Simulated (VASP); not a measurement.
# Rh (P6/mmm) in VASP: a series of runs

The runs below take Rh through relaxation of cell and atoms, with PBE.

Program: VASP 6.6.1. These are calculated values, not measurements. Logs are shortened: lines on timing, memory, paths and dates and some standing lists are left out, and cuts for length are marked.

### 1 The cell of the first run

It takes space group P6/mmm (No. 191, hexagonal). Conventional cell: a = 4.324 Å, b = 4.324 Å, c = 2.681 Å, α = 90.00°, β = 90.00°, γ = 120.00°. Rh (site symmetry 6/mmm) has 14 Rh at 2.68 to 2.83 Å within 3.5 Å. Rh (site symmetry -6m2) has 11 Rh at 2.50 to 2.83 Å within 3.3 Å.

This isn't the form of Rh at room conditions, which is fcc.

### 2 Relaxation of cell and atoms, PBE, target pressure -6.8 GPa, at which the enthalpy is minimised

INCAR

```
  ALGO = Normal
  EDIFF = 1E-6
  EDIFFG = -0.005
  ENCUT = 600
  GGA = PE
  IBRION = 2
  ISIF = 3
  ISMEAR = -1
  LASPH = True
  LCHARG = False
  LREAL = False
  LWAVE = False
  NELM = 80
  NSW = 60
  PREC = Accurate
  PSTRESS = -68.0
  SIGMA = 0.1
```

KPOINTS

```
k-points
0
Gamma
  8 8 12
```

POSCAR

```
Rh
1.0
    4.3244898988      0.0000000000      0.0000000000
   -2.1622449494      3.7451181108      0.0000000000
    0.0000000000      0.0000000000      2.6811837373
Rh
3
Direct
    0.0000000000      0.0000000000      0.0000000000
    0.3333333333      0.6666666667      0.5000000000
    0.6666666667      0.3333333333      0.5000000000
```

Potentials or basis: VASP PAW PBE potentials, release 64 (Rh_pv).

On the command line:

```bash
> cat potpaw_PBE.64/Rh_pv/POTCAR > POTCAR
> mpirun -np 1 vasp_std > vasp.out
```

OUTCAR:

```text
EDIFF = 1E-6
   EDIFFG = -0.005
   ENCUT = 600
   GGA = PE
   IBRION = 2
   ISIF = 3
   ISMEAR = -1
   LASPH = True
   LREAL = False
   NELM = 80
   NSW = 60
   PREC = Accurate
   PSTRESS = -68.0

 ion  position               nearest neighbor table
   1  0.000  0.000  0.000-   2 2.83   3 2.83   2 2.83   3 2.83   3 2.83   3 2.83   2 2.83   2 2.83
                             3 2.83   3 2.83   2 2.83   2 2.83
   2  0.333  0.667  0.500-   3 2.50   3 2.50   3 2.50   1 2.83   1 2.83   1 2.83   1 2.83   1 2.83
                             1 2.83
   3  0.667  0.333  0.500-   2 2.50   2 2.50   2 2.50   1 2.83   1 2.83   1 2.83   1 2.83   1 2.83
                             1 2.83

  LATTYP: Found a hexagonal cell.
 ALAT       =     4.3244898988
 C/A-ratio  =     0.6200000000

  Lattice vectors:

 A1 = (   4.3244898988,   0.0000000000,   0.0000000000)
 A2 = (  -2.1622449494,   3.7451181108,   0.0000000000)
 A3 = (   0.0000000000,   0.0000000000,   2.6811837373)

Analysis of symmetry for initial positions (statically):
=====================================================================
 Subroutine PRICEL returns:
 Original cell was already a primitive cell.

 Routine SETGRP: Setting up the symmetry group for a
 hexagonal supercell.

 Subroutine GETGRP returns: Found 24 space group operations
 (whereof 24 operations were pure point group operations)
 out of a pool of 24 trial point group operations.

The static configuration has the point symmetry D_6h.

Analysis of symmetry for dynamics (positions and initial velocities):
=====================================================================
 Subroutine PRICEL returns:
 Original cell was already a primitive cell.

 Routine SETGRP: Setting up the symmetry group for a
 hexagonal supercell.

 Subroutine GETGRP returns: Found 24 space group operations
 (whereof 24 operations were pure point group operations)
 out of a pool of 24 trial point group operations.

The dynamic configuration has the point symmetry D_6h.

 Subroutine INISYM returns: Found 24 space group operations
 (whereof 24 operations are pure point group operations),
 and found     1 'primitive' translations

----------------------------------------------------------------------------------------

                                     Primitive cell

  volume of cell :      43.4237

  direct lattice vectors                    reciprocal lattice vectors
     4.324489899  0.000000000  0.000000000     0.231241146  0.133507138  0.000000000
    -2.162244949  3.745118111  0.000000000     0.000000000  0.267014276  0.000000000
     0.000000000  0.000000000  2.681183737     0.000000000  0.000000000  0.372969590

  length of vectors
     4.324489899  4.324489899  2.681183737     0.267014276  0.267014276  0.372969590

  position of ions in fractional coordinates (direct lattice)
     0.000000000  0.000000000  0.000000000
     0.333333333  0.666666667  0.500000000
     0.666666667  0.333333333  0.500000000

  ion indices of the primitive-cell ions
   primitive index   ion index
                 1           1
                 2           2
                 3           3

----------------------------------------------------------------------------------------

 KPOINTS: k-points

Automatic generation of k-mesh.
 Grid dimensions read from file:
 generate k-points for:    8    8   12

 Generating k-lattice:

  Cartesian coordinates                     Fractional coordinates (reciprocal lattice)
     0.028905143  0.016688392  0.000000000     0.125000000  0.000000000  0.000000000
     0.000000000  0.033376784  0.000000000     0.000000000  0.125000000  0.000000000
     0.000000000  0.000000000  0.031080799     0.000000000  0.000000000  0.083333333

  Length of vectors
     0.033376784  0.033376784  0.031080799

  Shift w.r.t. Gamma in fractional coordinates (k-lattice)
     0.000000000  0.000000000  0.000000000

 Subroutine IBZKPT returns following result:
 ===========================================

 Found     70 irreducible k-points:

 Following reciprocal coordinates:
            Coordinates               Weight
  0.000000  0.000000  0.000000      1.000000
  0.125000  0.000000  0.000000      6.000000
  0.250000  0.000000  0.000000      6.000000
  0.375000  0.000000  0.000000      6.000000
  0.500000  0.000000  0.000000      3.000000
  0.125000  0.125000  0.000000      6.000000
[... 16 lines left out ...]
  0.250000  0.000000  0.166667     12.000000
  0.375000  0.000000  0.166667     12.000000
 [... further k-points ...]
   k-points           NKPTS =     70   k-points in BZ     NKDIM =     70   number of bands    NBANDS=     27
   number of dos      NEDOS =    301   number of ions     NIONS =      3
   total plane-waves  NPLWV =  31104
   dimension x,y,z NGX =    36 NGY =   36 NGZ =   24
   dimension x,y,z NGXF=    72 NGYF=   72 NGZF=   48
   ions per type =               3
   NGX,Y,Z   is equivalent  to a cutoff of  13.84, 13.84, 14.88 a.u.
   NGXF,Y,Z  is equivalent  to a cutoff of  27.68, 27.68, 29.76 a.u.
 SYSTEM =  unknown system
   PREC   = accura    normal or accurate (medium, high low for compatibility)
   ISTART =      0    job   : 0-new  1-cont  2-samecut
   ICHARG =      2    charge: 1-file 2-atom 10-const
   ISPIN  =      1    spin polarized calculation?
   LNONCOLLINEAR =      F non collinear calculations
   LSORBIT =      F    spin-orbit coupling
   LASPH  =      T    aspherical Exc in radial PAW
   ENCUT  =  600.0 eV  44.10 Ry    6.64 a.u.   8.64  8.64  5.35*2*pi/ulx,y,z
   NELM   =     80;   NELMIN=  2; NELMDL= -5     # of ELM steps
   EDIFF  = 0.1E-05   stopping-criterion for ELM
   LREAL  =      F    real-space projection
   EDIFFG = -.5E-02   stopping-criterion for IOM
   NSW    =     60    number of steps for IOM
   IBRION =      2    ionic relax: 0-MD 1-quasi-New 2-CG
   NFREE  =      1    steps in history (QN), initial steepest desc. (CG)
   ISIF   =      3    stress and relaxation
   ISYM   =      2    0-nonsym 1-usesym 2-fastsym
   POTIM  = 0.5000    time-step for ionic-motion
   TEBEG  =    0.0;   TEEND  =   0.0 temperature during run
   PSTRESS=  -68.0 pullay stress
   NELECT =      45.0000    total number of electrons
   NUPDOWN=      -1.0000    fix difference up-down
   EMIN   =  10.00;   EMAX   =-10.00  energy-range for DOS
   EFERMI =   0.00;   METHOD = LEGACY
   ISMEAR =    -1;   SIGMA  =   0.10  broadening in eV -4-tet -1-fermi 0-gaus
   EFERMI_NEDOS =   21; number of points for ismear=-14 and -15
   IALGO  =     38    algorithm
   IMIX   =      4    mixing-type and parameters
     AMIX     =   0.40;   BMIX     =  1.00
     AMIX_MAG =   1.60;   BMIX_MAG =  1.00
  volume/ion in A,a.u.               =      14.47        97.68
  Fermi-wavevector in a.u.,A,eV,Ry     =   1.656673  3.130657 37.342059  2.744564
  Thomas-Fermi vector in A             =   2.744557
   LORBIT       =      0    0 simple, 1 ext, 2 COOP (PROOUT), +10 PAW based schemes
   GGA     = PE    functional components
   LHFCALC =     F    Hartree Fock is set to
   AEXX    =    0.0000 exact exchange contribution
   IVDW    =     0    specifies the selected vdW correction
   LEPSILON=     F    determine dielectric tensor
   LRPA    =     F    only Hartree local field effects (RPA)
 conjugate gradient relaxation of ions
 non-spin polarized calculation
  energy-cutoff  :      600.00
  volume of cell :       43.42
 maximum number of plane-waves:      1465
 NGX is ok and might be reduce to    36

--------------------------------------- Ionic step        1  -------------------------------------------

 number of electron      45.0000008 magnetization

 Free energy of the ion-electron system (eV)
  ---------------------------------------------------
  ext. energy  EPLUGINS =         0.00000000
  ---------------------------------------------------
  free energy    TOTEN  =       -21.18866588 eV

  energy without entropy =      -20.99129563  energy(sigma->0) =      -21.08998076

------------------------ aborting loop because EDIFF is reached ----------------------------------------

  FORCE on cell =-STRESS in cart. coord.  units (eV):
  Direction    XX          YY          ZZ          XY          YZ          ZX
  --------------------------------------------------------------------------------------
  -------------------------------------------------------------------------------------
  Total        0.2884224      0.2884224     -0.6255727      0.0000000     -0.0000000      0.0000000
  in kB       10.6417373     10.6417373    -23.0813597      0.0000000     -0.0000000      0.0000000
  external PRESSURE =      67.4007050 kB  Pullay stress =     -68.0000000 kB
[... 24 lines left out ...]
  enthalpy is  TOTEN    =       -23.0316657882 eV   P V=       -1.8429999038

--------------------------------------- Ionic step        2  -------------------------------------------

 number of electron      45.0000000 magnetization

 E-fermi :   9.5694     XC(G=0): -13.1399

 val. band max:        9.5641748759   @ k =   0.3750   0.1250   0.0833
 cond. band min:       9.5707266243   @ k =   0.2500   0.1250   0.3333
 fundamental gap:      0.0065517485
 Fermi energy:         9.5693640839

 k-point     1 :       0.0000    0.0000    0.0000
  band No.  band energies     occupation
      1     -37.0653      2.00000
      2     -37.0653      2.00000
      3     -36.7707      2.00000
      4     -36.7707      2.00000
      5     -36.6119      2.00000
      6     -36.5360      2.00000
[... 709 lines left out ...]
     26      11.6111      0.00000
     27      13.6076      0.00000

 [... further k-points ...]
[... 5 lines left out ...]
  --------------------------------------------------------------------------------------
  -------------------------------------------------------------------------------------
  Total       -5.1102365     -5.1102365     -4.4959732      0.0000000      0.0000000      0.0000000
  in kB     -172.8750242   -172.8750242   -152.0950116      0.0000000      0.0000000      0.0000000
  external PRESSURE =     -97.9483533 kB  Pullay stress =     -68.0000000 kB
[... 141 lines left out ...]
  enthalpy is  TOTEN    =       -23.0613470257 eV   P V=       -1.8991184160

--------------------------------------- Ionic step        6  -------------------------------------------

 number of electron      44.9999994 magnetization

 Free energy of the ion-electron system (eV)
  ---------------------------------------------------
  ext. energy  EPLUGINS =         0.00000000
  ---------------------------------------------------
  free energy    TOTEN  =       -21.16205857 eV

  energy without entropy =      -20.95465451  energy(sigma->0) =      -21.05835654

 E-fermi :  10.5011     XC(G=0): -13.4933

 val. band max:       10.4919667741   @ k =   0.3750   0.1250   0.0833
 cond. band min:      10.5053178244   @ k =   0.1250   0.0000   0.5000
 fundamental gap:      0.0133510502
 Fermi energy:        10.5011411669

 k-point     1 :       0.0000    0.0000    0.0000
  band No.  band energies     occupation
      1     -36.3302      2.00000
      2     -36.3302      2.00000
      3     -35.9894      2.00000
      4     -35.9894      2.00000
      5     -35.8033      2.00000
      6     -35.7065      2.00000
[... 709 lines left out ...]
     26      12.6895      0.00000
     27      14.7165      0.00000

 [... further k-points ...]
[... 5 lines left out ...]
  --------------------------------------------------------------------------------------
  -------------------------------------------------------------------------------------
  Total       -1.8902005     -1.8902005     -1.8891545     -0.0000000      0.0000000      0.0000000
  in kB      -67.6744458    -67.6744458    -67.6369962     -0.0000000      0.0000000      0.0000000
  external PRESSURE =       0.3380374 kB  Pullay stress =     -68.0000000 kB
[... 18 lines left out ...]
  FREE ENERGIE OF THE ION-ELECTRON SYSTEM (eV)
  ---------------------------------------------------
  free  energy   TOTEN  =       -21.1620585715 eV

  energy  without entropy=      -20.9546545064  energy(sigma->0) =      -21.05835654

  enthalpy is  TOTEN    =       -23.0613520058 eV   P V=       -1.8992934343

 reached required accuracy - stopping structural energy minimisation
```

Run time: 2 min. Hardware: 1 thread of Intel Xeon 6975P-C (Granite Rapids), shared host; peak memory 0.23 GiB.

What came out:

* Free energy: -21.1621 eV
* Relaxed volume: 14.92 Å³/atom
* Relaxed cell: a = 4.381 Å, b = 4.381 Å, c = 2.693 Å, α = 90.00°, β = 90.00°, γ = 120.00°
* Space group after relaxing (to 0.1 Å): P6/mmm (No. 191)
* Energy change on relaxing (the run minimises the enthalpy): +8.9 meV/atom
* Ionic steps: 6
* Pressure after relaxing: -6.8 GPa
* Band gap on the k mesh: zero (an odd number of electrons rules out a gap without spin polarisation)

The path:
```tsv
step	energy change (eV)	largest force (eV/Å)	pressure (GPa)	volume (Å³)
1	0.0000	0.0000	-0.06	43.42
2	0.2235	0.0000	-16.59	47.36
3	0.0297	0.0000	-7.02	44.81
4	0.0285	0.0000	-6.90	44.79
5	0.0264	0.0000	-6.77	44.75
6	0.0266	0.0000	-6.77	44.75
```

Final structure:
```
CELL_PARAMETERS angstrom
4.38077 0.00000 0.00000
-2.19038 3.79385 0.00000
0.00000 0.00000 2.69255
ATOMIC_POSITIONS crystal
Rh 0.00000 0.00000 0.00000
Rh 0.33333 0.66667 0.50000
Rh 0.66667 0.33333 0.50000
```

Caveat: the cell is relaxed towards a set pressure, so the run minimises the enthalpy, not the energy.

### 3 Relaxation of cell and atoms, PBE, target pressure -6.8 GPa, at which the enthalpy is minimised

This run uses another cell than the first one, of 14.93 Å³/atom.

INCAR

```
PREC = Accurate
ENCUT = 600
EDIFF = 1E-6
ISMEAR = -1
SIGMA = 0.1
LREAL = False
LASPH = True
NELM = 60
ALGO = Normal
ISIF = 3
LWAVE = False
LCHARG = False
GGA = PE
IBRION = 2
NSW = 32
EDIFFG = -0.005
PSTRESS = -68.0
```

KPOINTS

```
regular mesh
0
Gamma
  8 8 12
```

POSCAR

```
Rh
1.0
    4.3814097517      0.0000000000      0.0000000000
   -2.1907048759      3.7944121494      0.0000000000
    0.0000000000      0.0000000000      2.6935392005
Rh
3
Direct
    0.0000000000      0.0000000000      0.0000000000
    0.3333333333      0.6666666667      0.5000000000
    0.6666666667      0.3333333333      0.5000000000
```

Potentials or basis: VASP PAW PBE potentials, release 64 (Rh_pv).

On the command line:

```bash
> cat potpaw_PBE.64/Rh_pv/POTCAR > POTCAR
> mpirun -np 1 vasp_std > vasp.out
```

Run time: 64 s. Hardware: 1 thread of Intel Xeon 6975P-C (Granite Rapids), shared host; peak memory 0.23 GiB.

It converged, with:

- Free energy: -21.1637 eV
- Relaxed volume: 14.92 Å³/atom
- Relaxed cell: a = 4.381 Å, b = 4.381 Å, c = 2.693 Å, α = 90.00°, β = 90.00°, γ = 120.00°
- Space group after relaxing (to 0.1 Å): P6/mmm (No. 191)
- Energy change on relaxing (the run minimises the enthalpy): -0.3 meV/atom
- Ionic steps: 3
- Pressure after relaxing: -6.8 GPa
- Band gap on the k mesh: zero (an odd number of electrons rules out a gap without spin polarisation)

Step by step:
```
step  energy change (eV)  largest force (eV/Å)  pressure (GPa)  volume (Å³)
   1              0.0000                0.0000           -6.93        44.78
   2             -0.0032                0.0000           -6.58        44.70
   3             -0.0010                0.0000           -6.78        44.76
```

Final structure:
```
Rh
1.0
     4.38077    0.00000    0.00000
    -2.19039    3.79386    0.00000
     0.00000    0.00000    2.69285
Rh
3
Direct
  0.00000 0.00000 0.00000
  0.33333 0.66667 0.50000
  0.66667 0.33333 0.50000
```

Levels at points of the mesh, in eV from the Fermi level:
| k point | band 20 | band 21 | band 22 | band 23 | band 24 | band 25 | band 26 | band 27 |
| --- | --- | --- | --- | --- | --- | --- | --- | --- |
| (0.00, 0.00, 0.00) | -1.50 | -1.50 | -1.43 | -1.43 | 0.69 | 0.69 | 8.07 | 8.07 |
| (0.50, 0.00, 0.00) | -1.25 | -0.21 | 0.06 | 0.09 | 0.12 | 0.41 | 0.74 | 1.22 |
| (0.00, 0.00, 0.50) | -0.04 | -0.04 | 0.33 | 0.33 | 1.38 | 2.59 | 3.38 | 9.39 |
| (0.50, 0.00, 0.50) | -0.74 | -0.36 | 0.13 | 0.48 | 1.04 | 2.87 | 3.40 | 6.85 |

Caveat: the cell is relaxed towards a set pressure, so the run minimises the enthalpy, not the energy.

### 4 Relaxation of cell and atoms, PBE, target pressure -6.8 GPa, at which the enthalpy is minimised

This run uses another cell than the first one: it holds 1 atom, not 3.

INCAR

```
SYSTEM = Rh
PREC     = Accurate       ! precision mode
ENCUT    = 600            ! plane-wave cutoff, eV
EDIFF    = 1E-7           ! SCF threshold, eV
ISMEAR   = -1             ! smearing method
SIGMA    = 0.1            ! smearing width, eV
LREAL    = .FALSE.        ! projectors in reciprocal space
LASPH    = .TRUE.         ! aspherical terms in the spheres
NELM     = 60             ! most SCF steps
ALGO     = Normal         ! electronic algorithm
ISIF     = 3              ! what is computed and relaxed
LWAVE    = .FALSE.        ! write WAVECAR
LCHARG   = .FALSE.        ! write CHGCAR
GGA      = PE             ! functional
IBRION   = 2              ! ionic algorithm
NSW      = 60             ! ionic steps
EDIFFG   = -0.005         ! ionic threshold
PSTRESS  = -68.0
```

KPOINTS

```
regular mesh
0
G
  17 17 15
  0 0 0
```

POSCAR

```
Rh
1.0
    2.6464064927      0.0000000000      0.0000000000
   -1.3232032463      2.2918552514      0.0000000000
    0.0000000000      0.0000000000      2.4876221031
Rh
1
Direct
    0.0000000000      0.0000000000      0.0000000000
```

On the command line:

```bash
> cat potpaw_PBE.64/Rh_pv/POTCAR > POTCAR
> mpirun -np 1 vasp_std > vasp.out
```

Wall time 5.2 min (1 thread of Intel Xeon 8259CL, shared host); peak memory 0.19 GiB.

Results (log left out):

* Free energy: -6.7796 eV
* Relaxed volume: 15.91 Å³/atom
* Relaxed cell: a = 2.668 Å, b = 2.668 Å, c = 2.580 Å, α = 90.00°, β = 90.00°, γ = 120.00°
* Space group after relaxing (to 0.1 Å): P6/mmm (No. 191)
* Energy change on relaxing (the run minimises the enthalpy): +2.0 meV/atom
* Ionic steps: 9
* Pressure after relaxing: -6.8 GPa
* Band gap on the k mesh: zero (an odd number of electrons rules out a gap without spin polarisation)

Step by step:
| step | energy change (eV) | largest force (eV/Å) | pressure (GPa) | volume (Å³) |
| --- | --- | --- | --- | --- |
| 1 | 0.0000 | 0.0000 | 3.51 | 15.09 |
| 2 | 0.1152 | 0.0000 | -18.05 | 17.30 |
| 3 | 0.0065 | 0.0000 | -7.74 | 15.98 |
| 4 | 0.0057 | 0.0000 | -7.56 | 15.96 |
| 5 | 0.0006 | 0.0000 | -6.29 | 15.87 |
| 6 | 0.0016 | 0.0000 | -6.69 | 15.90 |
| 7 | 0.0016 | 0.0000 | -6.73 | 15.90 |
| 8 | 0.0023 | 0.0000 | -6.87 | 15.91 |
| 9 | 0.0020 | 0.0000 | -6.81 | 15.91 |

Final structure:
```
Rh
1.0
     2.66792    0.00000    0.00000
    -1.33396    2.31049    0.00000
     0.00000    0.00000    2.58044
Rh
1
Direct
  0.00000 0.00000 0.00000
```

Levels at points of the mesh, in eV from the Fermi level:
| k point | band 6 | band 7 | band 8 | band 9 | band 10 | band 11 |
| --- | --- | --- | --- | --- | --- | --- |
| (0.00, 0.00, 0.00) | -2.41 | -2.41 | 0.79 | 0.79 | 15.96 | 16.51 |

Caveat: the cell is relaxed towards a set pressure, so the run minimises the enthalpy, not the energy.

(Continued in part 2 of 2.)
